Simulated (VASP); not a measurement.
Here is a VASP 6.6.1 calculation.

Contents of POSCAR:

```
BaTe
1.0
    3.5488713999      3.5488713999      0.0000000000
   -3.5488713999      3.5488713999      0.0000000000
    0.0000000000      3.5488713999      3.5258036710
Ba Te
1 1
Direct
    0.0000000000      0.0000000000      0.0000000000
    0.5000000000      0.5000000000      0.0000000000
```

INCAR.step1

```
SYSTEM = BaTe
ALGO = Normal
EDIFF = 1E-4
ENCUT = 520
GGA = PE
ISMEAR = 0
LASPH = .True.
LCHARG = .False.
LREAL = .False.
LWAVE = .True.
NBANDS = 15
NELM = 100
PREC = Accurate
SIGMA = 0.01
```

Contents of INCAR.step2:

```
SYSTEM = BaTe
ALGO = Normal
EDIFF = 1E-6
ENCUT = 520
ISIF = 2
ISMEAR = 0
ISTART = 1
LASPH = .True.
LCHARG = .False.
LMIXTAU = .True.
LREAL = .False.
LWAVE = .False.
METAGGA = R2SCAN
NBANDS = 15
NELM = 100
PREC = Accurate
SIGMA = 0.01
```

The input KPOINTS:

```
k-points
0
Gamma
  6 6 6
  0 0 0
```

Potentials or basis: VASP PAW PBE potentials, release 64 (Ba_sv, Te).

Command:

```console
$ cat potpaw_PBE.64/Ba_sv/POTCAR potpaw_PBE.64/Te/POTCAR > POTCAR
$ cp INCAR.step1 INCAR
$ mpirun -np 1 vasp_std > vasp.out
$ cp INCAR.step2 INCAR
$ mpirun -np 1 vasp_std > vasp.out
```

Q: What does it give for the band gap on the k mesh?

A: 1.93 eV (least direct gap 2.32 eV).

Q: Predict the pressure.

A: 0.1 GPa.

Stress tensor (GPa, compression positive):
```
-0.07  0.00  0.00
 0.00 -0.07  0.00
 0.00  0.00  0.35
```

Caveat: the cell differs from its parent crystal (in-plane strain +0.005, then relaxed in part); the PAW data sets were made with another functional, which shifts forces and pressure a little; spin-orbit coupling is left out, which moves the levels of the heavy elements. A k mesh can miss the band edges.
